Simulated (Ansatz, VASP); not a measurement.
**Ta: VASP beside Ansatz**

File INCAR:

```
PREC = Accurate
ENCUT = 520
EDIFF = 1E-6
ISMEAR = -1
SIGMA = 0.08
LREAL = False
LASPH = True
NELM = 80
ALGO = Normal
ISIF = 2
LWAVE = False
LCHARG = False
GGA = PE
NBANDS = 24
```

The input KPOINTS:

```
Automatic mesh
0
Gamma
  9 9 13
```

Contents of POSCAR:

```
Ta
1.0
    0.0000000000      3.3195547167     -3.3195547167
   -3.3195547167      0.0000000000      3.3195547167
    1.6597773584      1.6597773584      1.6597773584
Ta
3
Direct
    0.0000000000      0.0000000000      0.0000000000
    0.3333333330      0.6666666670      0.3333333330
    0.6666666670      0.3333333330      0.6666666670
```

Input for Ansatz:

```yaml
crystal:
  lattice:
    - [0.0, 3.3195547167, -3.3195547167]
    - [-3.3195547167, 0.0, 3.3195547167]
    - [1.6597773584, 1.6597773584, 1.6597773584]
  atoms:
    - { symbol: Ta, position: [0.0, 0.0, 0.0] }
    - { symbol: Ta, position: [0.333333333, 0.666666667, 0.333333333] }
    - { symbol: Ta, position: [0.666666667, 0.333333333, 0.666666667] }
kpoints:
  mp_grid: { grid: [9, 9, 13] }
scf:
  occupations: { method: fermi_dirac, width: 0.08 }
hamiltonian:
  xc: pbe
  pseudopotentials: { kind: paw }
output:
  forces: true
  stress: true
  eigenvalues: true
  write_density: true
  write_potential: true
  elf: true
  volumetric_format: npy
```

Alike in both runs: task single point; functional PBE; k mesh 9 × 9 × 13; occupations fermi-dirac, width 0.08 eV; no spin polarisation.

```csv
,VASP,Ansatz
version,VASP 6.6.1,Ansatz 0.2.0
potentials or method,"VASP PAW PBE potentials, release 64 (Ta_pv)","PAW with Ansatz's default frozen-core files, scalar-relativistic"
plane-wave cutoff (eV),520,420
valence electrons in the cell,33,39
```

```csv
,VASP,Ansatz,Ansatz less VASP
pressure (GPa),0.1,0.0,-0.10
```

The functional is the same, so the differences come from potentials, cutoffs and numerics. VASP's potentials hold 33 valence electrons a cell and Ansatz's 39, so a difference there can come from the potentials and not from the codes.

Neither program's run includes spin-orbit coupling.
